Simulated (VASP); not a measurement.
Input of a VASP 6.6.1 run:

File INCAR:

```
  PREC = Accurate
  ENCUT = 520
  EDIFF = 1E-6
  ISMEAR = -1
  SIGMA = 0.05
  LREAL = F
  LASPH = T
  NELM = 80
  ALGO = Normal
  ISIF = 2
  LWAVE = F
  LCHARG = T
  GGA = PE
  LELF = T
  LVHAR = T
  NBANDS = 19
```

KPOINTS

```
regular mesh
0
Gamma
  16 16 16
```

File POSCAR:

```
Ti
1.0
    0.0000000000      2.0066127123      2.0066127123
    2.0066127123      0.0000000000      2.0066127123
    2.0066127123      2.0066127123      0.0000000000
Ti
2
Direct
   -0.1250000000     -0.1250000000     -0.1250000000
    0.1250000000      0.1250000000      0.1250000000
```

Potentials or basis: VASP PAW PBE potentials, release 64 (Ti_sv).

Command:

```bash
$ cat potpaw_PBE.64/Ti_sv/POTCAR > POTCAR
$ mpirun -np 1 vasp_std > vasp.out
```

Q: Estimate the band gap on the k mesh.

A: Zero (band 12 reaches 21.63 eV, above the bottom of band 13 at 17.58 eV).

Q: Predict the pressure.

A: 406.8 GPa.
